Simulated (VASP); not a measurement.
Set up this calculation in VASP 6.6.1, as the native input.

| Quantity | Value |
| --- | --- |
| Task | single point |
| Functional | PBEsol |
| Potentials or basis | VASP PAW PBE potentials, release 64 (Ga_d) |
| Cutoff | 520 eV |
| k mesh | 8 × 8 × 7 |
| Occupations | fermi-dirac, width 0.05 eV |
| Spin | no spin polarisation |
| Dipole correction | no |
| Further INCAR settings | ALGO = Normal; EDIFF = 1e-07; NBANDS = 20 |

The structure of Ga lies in POSCAR:

```
Ga
1.0
    1.4645000000     -4.1056500000      0.0000000000
    1.4645000000      4.1056500000      0.0000000000
    0.0000000000      0.0000000000      3.1700000000
Ga
2
Direct
    0.1330000000      0.8670000000      0.7500000000
    0.8670000000      0.1330000000      0.2500000000
```

The input as run:

INCAR

```
SYSTEM = Ga
PREC     = Accurate       ! precision mode
ENCUT    = 520            ! plane-wave cutoff, eV
EDIFF    = 1E-7           ! SCF threshold, eV
ISMEAR   = -1             ! smearing method
SIGMA    = 0.05           ! smearing width, eV
LREAL    = .False.        ! projectors in reciprocal space
LASPH    = .True.         ! aspherical terms in the spheres
NELM     = 60             ! most SCF steps
ALGO     = Normal         ! electronic algorithm
ISIF     = 2              ! what is computed and relaxed
LWAVE    = .False.        ! write WAVECAR
LCHARG   = .False.        ! write CHGCAR
GGA      = PS             ! functional
NBANDS   = 20             ! bands
```

KPOINTS

```
Automatic mesh
0
Gamma
  8 8 7
  0 0 0
```

Potentials or basis: VASP PAW PBE potentials, release 64 (Ga_d).

Launch:

```console
$ cat potpaw_PBE.64/Ga_d/POTCAR > POTCAR
$ mpirun -np 1 vasp_std > vasp.out
```

Results of the run:

* Pressure: -2.8 GPa
* Largest force: 0.240 eV/Å
* Band gap on the k mesh: zero (band 13 reaches 10.54 eV, above the bottom of band 14 at 2.11 eV)

Caveat: the PAW data sets were made with another functional, which shifts forces and pressure a little.

Wall time 30 s on 1 thread of Intel Xeon 6975P-C (shared host), peak memory 0.19 GiB.
